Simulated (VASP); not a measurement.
Crystal: CsPbCl3.

```
Cs Pb Cl
1.0
     4.00316    2.31122    3.29556
    -4.00316    2.31122    3.29556
     0.00000   -4.62245    3.29556
Cs Pb Cl
1 1 3
Cartesian
  0.0000 0.0000 4.9433
  0.0000 0.0000 0.0000
  1.9271 -3.3379 4.9433
  -3.8542 0.0000 4.9433
  1.9271 3.3379 4.9433
```

| Property | Result |
| --- | --- |
| Program | VASP 6.6.1 |
| Task | relaxation of cell and atoms |
| Functional | PBE |
| Potentials or basis | VASP PAW PBE potentials, release 64 (Cs_sv, Pb_d, Cl) |
| Cutoff | 600 eV |
| k mesh | 6 × 6 × 6 |
| Occupations | gaussian, width 0.02 eV |
| Spin | no spin polarisation |

At the start: pressure 0.7 GPa; volume 36.59 Å³/atom.

Q: How do energy, volume and symmetry change on relaxing?

A: Over 14 steps the energy falls by 3.0 meV/atom and the volume is 37.75 Å³/atom (+3.2 %); space group R32 (No. 155, to 0.1 Å) before, Pm-3m (No. 221, to 0.1 Å).

The path:
| step | energy change (eV) | largest force (eV/Å) | pressure (GPa) | volume (Å³) |
| --- | --- | --- | --- | --- |
| 1 | 0.0000 | 0.0159 | 0.69 | 182.95 |
| 2 | -0.0107 | 0.0191 | 0.14 | 187.13 |
| 3 | -0.0113 | 0.0200 | -0.01 | 188.36 |
| 4 | -0.0113 | 0.0199 | 0.01 | 188.25 |
| 5 | -0.0113 | 0.0190 | 0.01 | 188.25 |
| 6 | -0.0115 | 0.0185 | 0.01 | 188.26 |
| 7 | -0.0119 | 0.0185 | 0.01 | 188.29 |
| 8 | -0.0125 | 0.0173 | 0.01 | 188.33 |
| 9 | -0.0133 | 0.0144 | 0.01 | 188.41 |
| 10 | -0.0133 | 0.0093 | 0.00 | 188.55 |
| 11 | -0.0136 | 0.0118 | 0.00 | 188.48 |
| 12 | -0.0138 | 0.0120 | 0.00 | 188.51 |
| 13 | -0.0144 | 0.0100 | -0.01 | 188.58 |
| 14 | -0.0152 | 0.0067 | -0.02 | 188.73 |

Final structure:
```
Cs Pb Cl
1.0
     4.06330    2.34595    3.29983
    -4.06330    2.34595    3.29983
     0.00000   -4.69190    3.29983
Cs Pb Cl
1 1 3
Direct
  0.50000 0.50000 0.50000
  0.00000 0.00000 0.00000
  0.50000 0.00511 0.99489
  0.00511 0.99489 0.50000
  0.99489 0.50000 0.00511
```
